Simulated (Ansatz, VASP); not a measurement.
## One calculation of Al2O3, two programs

```
CELL_PARAMETERS angstrom
2.36460 1.36520 4.29719
-2.36460 1.36520 4.29719
0.00000 -2.73040 4.29719
ATOMIC_POSITIONS crystal
Al 0.35202 0.35202 0.35202
Al 0.14798 0.14798 0.14798
Al 0.64798 0.64798 0.64798
Al 0.85202 0.85202 0.85202
O 0.55586 0.94414 0.25000
O 0.25000 0.55586 0.94414
O 0.94414 0.25000 0.55586
O 0.44414 0.05586 0.75000
O 0.75000 0.44414 0.05586
O 0.05586 0.75000 0.44414
```

Alike in both runs: functional LDA; k mesh 6 × 6 × 6; occupations gaussian, width 0.1 eV; no spin polarisation.

Ansatz relaxed the structure, and its values are those at the end. VASP's run is a single point on that final structure, the one shown.

|  | VASP | Ansatz |
| --- | --- | --- |
| version | VASP 6.6.1 | Ansatz 0.2.0 |
| potentials or method | VASP PAW LDA potentials, release 64 (Al, O) | scalar-relativistic, plane waves, PAW |
| plane-wave cutoff (eV) | 520 | 420 |
| valence electrons in the cell | 48 | 48 |

```csv
,VASP,Ansatz,Ansatz less VASP
gap on the k mesh at the Fermi level (eV),6.44,6.43,-0.009
least direct gap on the mesh (eV),6.44,6.43,-0.009
pressure (GPa),0.8,0.0,-0.83
rms of the force components (eV/Å),0.006,0.000,-0.0057
```

LDA's correlation is that of Perdew and Zunger in VASP and of Perdew and Wang (1992) in Ansatz.
